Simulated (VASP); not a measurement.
Set up this calculation in VASP 6.6.1, as the native input.

```yaml
Task: single point
Functional: PBEsol
Potentials_or_basis: VASP PAW PBE potentials, release 64 (Al, Ga_d, N)
Cutoff: 520 eV
k_mesh: 6 × 6 × 6
Occupations: gaussian, width 0.05 eV
Spin: no spin polarisation
Dipole_correction: no
Further_INCAR_settings: ALGO = Normal; EDIFF = 1e-06; NBANDS = 41
```

The structure of AlGa3N4 lies in POSCAR:

```
AlGa3N4
1.0
    4.4676279261      0.0000000000      0.0000000000
    0.0000000000      4.4676279261      0.0000000000
    0.0000000000      0.0000000000      4.4676279261
Al Ga N
1 3 4
Direct
    0.0000000000      0.0000000000      0.0000000000
    0.5039568357      0.4960431643      0.0000000000
    0.5039568357     -0.0039568357      0.5000000000
    0.0039568357      0.4960431643      0.5000000000
    0.7550309220      0.7550309220      0.2449690780
    0.7550309220      0.2449690780      0.7550309220
    0.2449690780      0.7550309220      0.7550309220
    0.2449690780      0.2449690780      0.2449690780
```

This cell differs from its parent crystal: all Ga atoms moved +0.025 Å, as atom 2 along Cartesian [1 -1 0].

One way to write it, as run:

INCAR

```
SYSTEM = AlGa3N4
PREC     = Accurate       ! precision mode
ENCUT    = 520            ! plane-wave cutoff, eV
EDIFF    = 1E-6           ! SCF threshold, eV
ISMEAR   = 0              ! smearing method
SIGMA    = 0.05           ! smearing width, eV
LREAL    = .FALSE.        ! projectors in reciprocal space
LASPH    = .TRUE.         ! aspherical terms in the spheres
NELM     = 80             ! most SCF steps
ALGO     = Normal         ! electronic algorithm
ISIF     = 2              ! what is computed and relaxed
LWAVE    = .FALSE.        ! write WAVECAR
LCHARG   = .FALSE.        ! write CHGCAR
GGA      = PS             ! functional
NBANDS   = 41             ! bands
```

KPOINTS

```
Automatic mesh
0
G
  6 6 6
  0 0 0
```

Potentials or basis: VASP PAW PBE potentials, release 64 (Al, Ga_d, N).

Command:

```console
$ cat potpaw_PBE.64/Al/POTCAR potpaw_PBE.64/Ga_d/POTCAR potpaw_PBE.64/N/POTCAR > POTCAR
$ mpirun -np 1 vasp_std > vasp.out
```

It gave:

The pressure is -0.1 GPa and the largest force is 0.419 eV/Å. The band gap on the k mesh is 2.26 eV.

Caveat: the cell differs from its parent crystal (all Ga atoms moved +0.025 Å, as atom 2 along Cartesian [1 -1 0]); the PAW data sets were made with another functional, which shifts forces and pressure a little.

It took 3.8 min on 1 thread of Intel(R) Xeon(R) Platinum 8488C (Sapphire Rapids), with other jobs on the host, peak memory 0.32 GiB.
